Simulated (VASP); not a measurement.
# CsH (Pm-3m) in VASP: a series of runs

Runs on CsH. Level: r2SCAN. Tasks: single point.

Program: VASP 6.6.1. These are calculated values, not measurements. Logs are shortened: lines on timing, memory, paths and dates and some standing lists are left out, and cuts for length are marked.

## Step 1: The cell of the first run

The structure is cubic, space group Pm-3m (No. 221). The conventional cell has a = 3.057 Å, b = 3.057 Å, c = 3.057 Å, α = 90.00°, β = 90.00°, γ = 90.00°. Cs (site symmetry m-3m) has 8 H at 2.65 Å and 6 Cs at 3.06 Å within 3.5 Å. Within 3.5 Å of H (site symmetry m-3m) lie 8 Cs at 2.65 Å and 6 H at 3.06 Å.

## Step 2: Single point, r2SCAN

Contents of POSCAR:

```
CsH
1.0
    3.0566829876      0.0000000000      0.0000000000
    0.0000000000      3.0566829876      0.0000000000
    0.0000000000      0.0000000000      3.0566829876
Cs H
1 1
Direct
    0.0000000000      0.0000000000      0.0000000000
    0.5000000000      0.5000000000      0.5000000000
```

Contents of INCAR.step1:

```
SYSTEM = CsH
  ALGO = Normal
  EDIFF = 1E-4
  ENCUT = 520
  GGA = PE
  ISMEAR = -1
  LASPH = .True.
  LCHARG = .False.
  LREAL = .False.
  LWAVE = .True.
  NBANDS = 12
  NELM = 60
  PREC = Accurate
  SIGMA = 0.01
```

Contents of INCAR.step2:

```
SYSTEM = CsH
  ALGO = Normal
  EDIFF = 1E-6
  ENCUT = 520
  ISIF = 2
  ISMEAR = -1
  ISTART = 1
  LASPH = .True.
  LCHARG = .False.
  LMIXTAU = .True.
  LREAL = .False.
  LWAVE = .False.
  METAGGA = R2SCAN
  NBANDS = 12
  NELM = 60
  PREC = Accurate
  SIGMA = 0.01
```

Contents of KPOINTS:

```
k-points
0
Gamma
  4 4 4
  0 0 0
```

Potentials or basis: VASP PAW PBE potentials, release 64 (Cs_sv, H).

Command:

```sh
> cat potpaw_PBE.64/Cs_sv/POTCAR potpaw_PBE.64/H/POTCAR > POTCAR
> cp INCAR.step1 INCAR
> mpirun -np 1 vasp_std > vasp.out
> cp INCAR.step2 INCAR
> mpirun -np 1 vasp_std > vasp.out
```

OUTCAR:

```text
SYSTEM = CsH
   EDIFF = 1E-6
   ENCUT = 520
   ISIF = 2
   ISMEAR = -1
   ISTART = 1
   LASPH = .True.
   LREAL = .False.
   METAGGA = R2SCAN
   NELM = 60
   PREC = Accurate

 ion  position               nearest neighbor table
   1  0.000  0.000  0.000-
   2  0.500  0.500  0.500-

  LATTYP: Found a simple cubic cell.
 ALAT       =     3.0566829876

  Lattice vectors:

 A1 = (   3.0566829876,   0.0000000000,   0.0000000000)
 A2 = (   0.0000000000,   3.0566829876,   0.0000000000)
 A3 = (   0.0000000000,   0.0000000000,   3.0566829876)

Analysis of symmetry for initial positions (statically):
=====================================================================
 Subroutine PRICEL returns:
 Original cell was already a primitive cell.

 Routine SETGRP: Setting up the symmetry group for a
 simple cubic supercell.

 Subroutine GETGRP returns: Found 48 space group operations
 (whereof 48 operations were pure point group operations)
 out of a pool of 48 trial point group operations.

The static configuration has the point symmetry O_h .

Analysis of symmetry for dynamics (positions and initial velocities):
=====================================================================
 Subroutine PRICEL returns:
 Original cell was already a primitive cell.

 Routine SETGRP: Setting up the symmetry group for a
 simple cubic supercell.

 Subroutine GETGRP returns: Found 48 space group operations
 (whereof 48 operations were pure point group operations)
 out of a pool of 48 trial point group operations.

The dynamic configuration has the point symmetry O_h .

 Subroutine INISYM returns: Found 48 space group operations
 (whereof 48 operations are pure point group operations),
 and found     1 'primitive' translations

----------------------------------------------------------------------------------------

                                     Primitive cell

  volume of cell :      28.5595

  direct lattice vectors                    reciprocal lattice vectors
     3.056682988  0.000000000  0.000000000     0.327152015  0.000000000  0.000000000
     0.000000000  3.056682988  0.000000000     0.000000000  0.327152015  0.000000000
     0.000000000  0.000000000  3.056682988     0.000000000  0.000000000  0.327152015

  length of vectors
     3.056682988  3.056682988  3.056682988     0.327152015  0.327152015  0.327152015

  position of ions in fractional coordinates (direct lattice)
     0.000000000  0.000000000  0.000000000
[... 70 lines left out ...]
   ISYM   =      2    0-nonsym 1-usesym 2-fastsym
   POTIM  = 0.5000    time-step for ionic-motion
   TEBEG  =    0.0;   TEEND  =   0.0 temperature during run
   PSTRESS=    0.0 pullay stress
   NELECT =      10.0000    total number of electrons
   NUPDOWN=      -1.0000    fix difference up-down
   EMIN   =  10.00;   EMAX   =-10.00  energy-range for DOS
   EFERMI =   0.00;   METHOD = LEGACY
   ISMEAR =    -1;   SIGMA  =   0.01  broadening in eV -4-tet -1-fermi 0-gaus
   EFERMI_NEDOS =   21; number of points for ismear=-14 and -15
   IALGO  =     38    algorithm
   IMIX   =      4    mixing-type and parameters
     AMIX     =   0.40;   BMIX     =  1.00
     AMIX_MAG =   1.60;   BMIX_MAG =  1.00
  volume/ion in A,a.u.               =      14.28        96.36
  Fermi-wavevector in a.u.,A,eV,Ry     =   1.153872  2.180503 18.115088  1.331421
  Thomas-Fermi vector in A             =   2.290513
   LORBIT       =      0    0 simple, 1 ext, 2 COOP (PROOUT), +10 PAW based schemes
   METAGGA = R2SCAN    functional components
   LHFCALC =     F    Hartree Fock is set to
   AEXX    =    0.0000 exact exchange contribution
   IVDW    =     0    specifies the selected vdW correction
   LEPSILON=     F    determine dielectric tensor
   LRPA    =     F    only Hartree local field effects (RPA)
 non-spin polarized calculation
  energy-cutoff  :      520.00
  volume of cell :       28.56
 maximum number of plane-waves:       804
 NGX is ok and might be reduce to    24
   NGX = 11   NGY = 11   NGZ = 11

 number of electron      10.0000004 magnetization

 Free energy of the ion-electron system (eV)
  ---------------------------------------------------
  ext. energy  EPLUGINS =         0.00000000
  ---------------------------------------------------
  free energy    TOTEN  =       -26.85461063 eV

  energy without entropy =      -26.85461063  energy(sigma->0) =      -26.85461063

 E-fermi :   5.4633     XC(G=0): -11.5043

 val. band max:        5.2202935602   @ k =   0.5000   0.0000   0.0000
 cond. band min:       6.2867120249   @ k =   0.5000   0.5000   0.5000
 fundamental gap:      1.0664184647
 Fermi energy:         5.4633351233

 k-point     1 :       0.0000    0.0000    0.0000
  band No.  band energies     occupation
      1     -19.2209      2.00000
      2      -1.9657      2.00000
      3      -1.9657      2.00000
      4      -1.9657      2.00000
      5       2.2917      2.00000
      6       7.6294      0.00000
      7       7.6294      0.00000
      8      19.5178      0.00000
      9      19.5178      0.00000
     10      19.5178      0.00000
     11      20.3933      0.00000
     12      20.8789      0.00000
[... 121 lines left out ...]
 k-point    10 :       0.5000    0.5000    0.5000
  band No.  band energies     occupation
      1     -15.8336      2.00000
      2      -5.4759      2.00000
      3      -5.4759      2.00000
      4      -5.4759      2.00000
      5       3.4762      2.00000
      6       6.2867      0.00000
      7       6.2867      0.00000
      8       6.2867      0.00000
      9      24.7331      0.00000
     10      24.7331      0.00000
     11      28.0254      0.00000
     12      28.0254      0.00000

------------------------ aborting loop because EDIFF is reached ----------------------------------------

  FORCE on cell =-STRESS in cart. coord.  units (eV):
  Direction    XX          YY          ZZ          XY          YZ          ZX
  --------------------------------------------------------------------------------------
  -------------------------------------------------------------------------------------
  Total        8.3970193      8.3970193      8.3970193      0.0000000      0.0000000     -0.0000000
  in kB      471.0690073    471.0690073    471.0690073      0.0000000      0.0000000     -0.0000000
  external PRESSURE =     471.0690073 kB  Pullay stress =       0.0000000 kB

 VOLUME and BASIS-vectors are now :
 -----------------------------------------------------------------------------
  energy-cutoff  :      520.00
  volume of cell :       28.56
      direct lattice vectors                 reciprocal lattice vectors
     3.056682988  0.000000000  0.000000000     0.327152015  0.000000000  0.000000000
     0.000000000  3.056682988  0.000000000     0.000000000  0.327152015  0.000000000
     0.000000000  0.000000000  3.056682988     0.000000000  0.000000000  0.327152015

 POSITION                                       TOTAL-FORCE (eV/Angst)
 -----------------------------------------------------------------------------------
      0.00000      0.00000      0.00000         0.000000      0.000000      0.000000
      1.52834      1.52834      1.52834         0.000000      0.000000      0.000000
 -----------------------------------------------------------------------------------
    total drift:                                0.000000      0.000000      0.000000

  FREE ENERGIE OF THE ION-ELECTRON SYSTEM (eV)
  ---------------------------------------------------
  free  energy   TOTEN  =       -26.8546106306 eV

  energy  without entropy=      -26.8546106306  energy(sigma->0) =      -26.85461063
```

OUTCAR.step1:

```text
SYSTEM = CsH
   EDIFF = 1E-4
   ENCUT = 520
   GGA = PE
   ISMEAR = -1
   LASPH = .True.
   LREAL = .False.
[... 353 lines left out ...]
      0.00000      0.00000      0.00000         0.000000      0.000000      0.000000
      1.52834      1.52834      1.52834         0.000000      0.000000      0.000000
 -----------------------------------------------------------------------------------
    total drift:                                0.000000      0.000000      0.000000

  FREE ENERGIE OF THE ION-ELECTRON SYSTEM (eV)
  ---------------------------------------------------
  free  energy   TOTEN  =        -2.3972384464 eV

  energy  without entropy=       -2.3972384464  energy(sigma->0) =       -2.39723845
```

Run time: 32 s. Hardware: 1 thread of Intel Xeon Platinum 8375C at 2.90GHz (Ice Lake), shared host; peak memory 0.14 GiB.

Results:

* Free energy: -26.8546 eV
* Pressure: 47.1 GPa
* Band gap on the k mesh: 1.07 eV, indirect (least direct gap 2.81 eV)

Caveat: the k points lie up to 0.51 Å⁻¹ apart; the PAW data sets were made with another functional, which shifts forces and pressure a little; spin-orbit coupling is left out, which moves the levels of the heavy elements. A k mesh can miss the band edges.

## Step 3: Single point, r2SCAN

This run uses another cell than the first one, of 15.79 Å³/atom, 1.106 times its volume.

Contents of POSCAR:

```
CsH
1.0
    3.1606579362      0.0000000000      0.0000000000
    0.0000000000      3.1606579362      0.0000000000
    0.0000000000      0.0000000000      3.1606579362
Cs H
1 1
Direct
    0.0000000000      0.0000000000      0.0000000000
    0.5000000000      0.5000000000      0.5000000000
```

Contents of INCAR.step1:

```
SYSTEM = CsH
PREC     = Accurate       ! precision mode
ENCUT    = 520            ! plane-wave cutoff, eV
ISMEAR   = -1             ! smearing method
SIGMA    = 0.01           ! smearing width, eV
LREAL    = .False.        ! projectors in reciprocal space
LASPH    = .True.         ! aspherical terms in the spheres
NELM     = 80             ! most SCF steps
NBANDS   = 12             ! bands
GGA      = PE             ! functional
ALGO     = Normal         ! electronic algorithm
EDIFF    = 1E-4           ! SCF threshold, eV
LWAVE    = .True.         ! write WAVECAR
LCHARG   = .False.        ! write CHGCAR
```

Contents of INCAR.step2:

```
SYSTEM = CsH
PREC     = Accurate       ! precision mode
ENCUT    = 520            ! plane-wave cutoff, eV
EDIFF    = 1E-6           ! SCF threshold, eV
ISMEAR   = -1             ! smearing method
SIGMA    = 0.01           ! smearing width, eV
LREAL    = .False.        ! projectors in reciprocal space
LASPH    = .True.         ! aspherical terms in the spheres
NELM     = 80             ! most SCF steps
ALGO     = Normal         ! electronic algorithm
ISIF     = 2              ! what is computed and relaxed
LWAVE    = .False.        ! write WAVECAR
LCHARG   = .False.        ! write CHGCAR
METAGGA  = R2SCAN         ! meta-GGA
LMIXTAU  = .True.       
NBANDS   = 12             ! bands
ISTART   = 1
```

Contents of KPOINTS:

```
Automatic mesh
0
Gamma
  4 4 4
  0 0 0
```

Potentials or basis: VASP PAW PBE potentials, release 64 (Cs_sv, H).

Command:

```sh
> cat potpaw_PBE.64/Cs_sv/POTCAR potpaw_PBE.64/H/POTCAR > POTCAR
> cp INCAR.step1 INCAR
> mpirun -np 1 vasp_std > vasp.out
> cp INCAR.step2 INCAR
> mpirun -np 1 vasp_std > vasp.out
```

It took 31 s on 1 thread of Intel Xeon Platinum 8375C at 2.90GHz (Ice Lake), shared host; peak memory 0.14 GiB.

The run converged. Its results:

```
Free energy            : -27.5829 eV
Pressure               : 31.3 GPa
Band gap on the k mesh : 1.57 eV, indirect (least direct gap 2.85 eV)
```

Levels at points of the mesh, in eV from the valence-band top:
| k point | band 1 | band 2 | band 3 | band 4 | band 5 | band 6 | band 7 | band 8 | band 9 | band 10 |
| --- | --- | --- | --- | --- | --- | --- | --- | --- | --- | --- |
| (0.00, 0.00, 0.00) | -23.81 | -7.29 | -7.29 | -7.29 | -2.77 | 2.77 | 2.77 | 13.55 | 13.55 | 13.55 |
| (0.50, 0.00, 0.00) | -22.91 | -12.31 | -6.63 | -6.63 | 0.00 | 4.15 | 4.46 | 7.22 | 7.22 | 11.42 |
| (0.50, 0.50, 0.00) | -22.05 | -11.09 | -11.09 | -6.04 | -3.74 | 6.15 | 8.65 | 8.99 | 8.99 | 10.20 |
| (0.50, 0.50, 0.50) | -21.21 | -10.26 | -10.26 | -10.26 | -1.28 | 1.57 | 1.57 | 1.57 | 18.18 | 18.18 |

Caveat: the k points lie up to 0.50 Å⁻¹ apart; the PAW data sets were made with another functional, which shifts forces and pressure a little; spin-orbit coupling is left out, which moves the levels of the heavy elements.

## Step 4: Single point, r2SCAN

This run uses another cell than the first one, of 18.44 Å³/atom, 1.291 times its volume.

Contents of POSCAR:

```
CsH
1.0
    3.3285397962      0.0000000000      0.0000000000
    0.0000000000      3.3285397962      0.0000000000
    0.0000000000      0.0000000000      3.3285397962
Cs H
1 1
Direct
    0.0000000000      0.0000000000      0.0000000000
    0.5000000000      0.5000000000      0.5000000000
```

Contents of INCAR.step1:

```
SYSTEM = CsH
PREC     = Accurate       ! precision mode
ENCUT    = 520            ! plane-wave cutoff, eV
ISMEAR   = -1             ! smearing method
SIGMA    = 0.01           ! smearing width, eV
LREAL    = .FALSE.        ! projectors in reciprocal space
LASPH    = .TRUE.         ! aspherical terms in the spheres
NELM     = 100            ! most SCF steps
NBANDS   = 12             ! bands
GGA      = PE             ! functional
ALGO     = Normal         ! electronic algorithm
EDIFF    = 1E-4           ! SCF threshold, eV
LWAVE    = .TRUE.         ! write WAVECAR
LCHARG   = .FALSE.        ! write CHGCAR
```

Contents of INCAR.step2:

```
SYSTEM = CsH
PREC     = Accurate       ! precision mode
ENCUT    = 520            ! plane-wave cutoff, eV
EDIFF    = 1E-6           ! SCF threshold, eV
ISMEAR   = -1             ! smearing method
SIGMA    = 0.01           ! smearing width, eV
LREAL    = .FALSE.        ! projectors in reciprocal space
LASPH    = .TRUE.         ! aspherical terms in the spheres
NELM     = 100            ! most SCF steps
ALGO     = Normal         ! electronic algorithm
ISIF     = 2              ! what is computed and relaxed
LWAVE    = .FALSE.        ! write WAVECAR
LCHARG   = .FALSE.        ! write CHGCAR
METAGGA  = R2SCAN         ! meta-GGA
LMIXTAU  = .TRUE.       
NBANDS   = 12             ! bands
ISTART   = 1
```

Contents of KPOINTS:

```
regular mesh
0
G
  4 4 4
  0 0 0
```

Command:

```sh
> cat potpaw_PBE.64/Cs_sv/POTCAR potpaw_PBE.64/H/POTCAR > POTCAR
> cp INCAR.step1 INCAR
> mpirun -np 1 vasp_std > vasp.out
> cp INCAR.step2 INCAR
> mpirun -np 1 vasp_std > vasp.out
```

Run time: 32 s. Hardware: 1 thread of Intel Xeon Platinum 8375C at 2.90GHz (Ice Lake), shared host; peak memory 0.16 GiB.

Results (log left out):

* Free energy: -28.3311 eV
* Pressure: 15.6 GPa
* Band gap on the k mesh: 2.25 eV, indirect (least direct gap 2.94 eV)

Levels at points of the mesh, in eV from the valence-band top:
| k point | band 1 | band 2 | band 3 | band 4 | band 5 | band 6 | band 7 | band 8 | band 9 | band 10 |
| --- | --- | --- | --- | --- | --- | --- | --- | --- | --- | --- |
| (0.00, 0.00, 0.00) | -23.07 | -7.44 | -7.44 | -7.44 | -2.47 | 3.26 | 3.26 | 11.91 | 12.52 | 12.52 |
| (0.50, 0.00, 0.00) | -22.48 | -11.19 | -6.99 | -6.99 | 0.00 | 4.08 | 4.44 | 7.18 | 7.18 | 11.33 |
| (0.50, 0.50, 0.00) | -21.93 | -10.30 | -10.30 | -6.59 | -2.75 | 5.84 | 8.21 | 8.68 | 8.68 | 9.53 |
| (0.50, 0.50, 0.50) | -21.38 | -9.70 | -9.70 | -9.70 | -0.69 | 2.25 | 2.25 | 2.25 | 16.35 | 16.35 |

Caveat: the k points lie up to 0.47 Å⁻¹ apart; the PAW data sets were made with another functional, which shifts forces and pressure a little; spin-orbit coupling is left out, which moves the levels of the heavy elements. A k mesh can miss the band edges.

## Step 5: Single point, r2SCAN

This run uses another cell than the first one, of 27.82 Å³/atom, 1.948 times its volume.

Contents of POSCAR:

```
CsH
1.0
    3.8175891080      0.0000000000      0.0000000000
    0.0000000000      3.8175891080      0.0000000000
    0.0000000000      0.0000000000      3.8175891080
Cs H
1 1
Direct
    0.0000000000      0.0000000000      0.0000000000
    0.5000000000      0.5000000000      0.5000000000
```

Contents of INCAR.step1:

```
  ALGO = Normal
  EDIFF = 1E-4
  ENCUT = 520
  GGA = PE
  ISMEAR = -1
  LASPH = True
  LCHARG = False
  LREAL = False
  LWAVE = True
  NBANDS = 12
  NELM = 80
  PREC = Accurate
  SIGMA = 0.01
```

Contents of INCAR.step2:

```
  ALGO = Normal
  EDIFF = 1E-6
  ENCUT = 520
  ISIF = 2
  ISMEAR = -1
  ISTART = 1
  LASPH = True
  LCHARG = False
  LMIXTAU = True
  LREAL = False
  LWAVE = False
  METAGGA = R2SCAN
  NBANDS = 12
  NELM = 80
  PREC = Accurate
  SIGMA = 0.01
```

Contents of KPOINTS:

```
k-points
0
Gamma
  4 4 4
```

Command:

```sh
> cat potpaw_PBE.64/Cs_sv/POTCAR potpaw_PBE.64/H/POTCAR > POTCAR
> cp INCAR.step1 INCAR
> mpirun -np 1 vasp_std > vasp.out
> cp INCAR.step2 INCAR
> mpirun -np 1 vasp_std > vasp.out
```

Wall time 36 s (1 thread of Intel Xeon Platinum 8375C at 2.90GHz (Ice Lake), shared host); peak memory 0.16 GiB.

The run converged. Its results:

```yaml
Free_energy: -28.9554 eV
Pressure: 0.0 GPa
Band_gap_on_the_k_mesh: 3.15 eV, direct
```

Levels at points of the mesh, in eV from the valence-band top:
```
           k point  band 2  band 3  band 4  band 5  band 6  band 7  band 8  band 9
(0.00, 0.00, 0.00)   -8.17   -8.17   -8.17   -1.90    3.80    3.80    7.98    9.98
(0.50, 0.00, 0.00)   -9.70   -8.02   -8.02   -0.25    3.21    4.60    6.60    6.60
(0.50, 0.50, 0.00)   -9.38   -9.38   -7.88   -1.23    4.99    6.85    7.42    7.42
(0.50, 0.50, 0.50)   -9.16   -9.16   -9.16    0.00    3.15    3.15    3.15   12.25
```

Caveat: the PAW data sets were made with another functional, which shifts forces and pressure a little; spin-orbit coupling is left out, which moves the levels of the heavy elements.

## Step 6: Summary

| cell | gap on the mesh (eV) | pressure (GPa) |
| --- | --- | --- |
| a = 3.057 Å, 2 atoms | 1.07 | 47.1 |
| a = 3.161 Å, 2 atoms | 1.57 | 31.3 |
| a = 3.329 Å, 2 atoms | 2.25 | 15.6 |
| a = 3.818 Å, 2 atoms | 3.15 | 0.0 |

Alike in all rows: task single point; level r2SCAN; potentials or basis VASP PAW PBE potentials, release 64 (Cs_sv, H); no spin polarisation; k mesh 4 × 4 × 4; cutoff (eV) 520; smearing fermi-dirac 0.01 eV.

Caveats: some runs use coarse meshes; the PAW data sets were made with another functional, which shifts forces and pressure a little; spin-orbit coupling is left out, which moves the levels of the heavy elements.

Absolute energies hang on the potentials; compare differences alone.
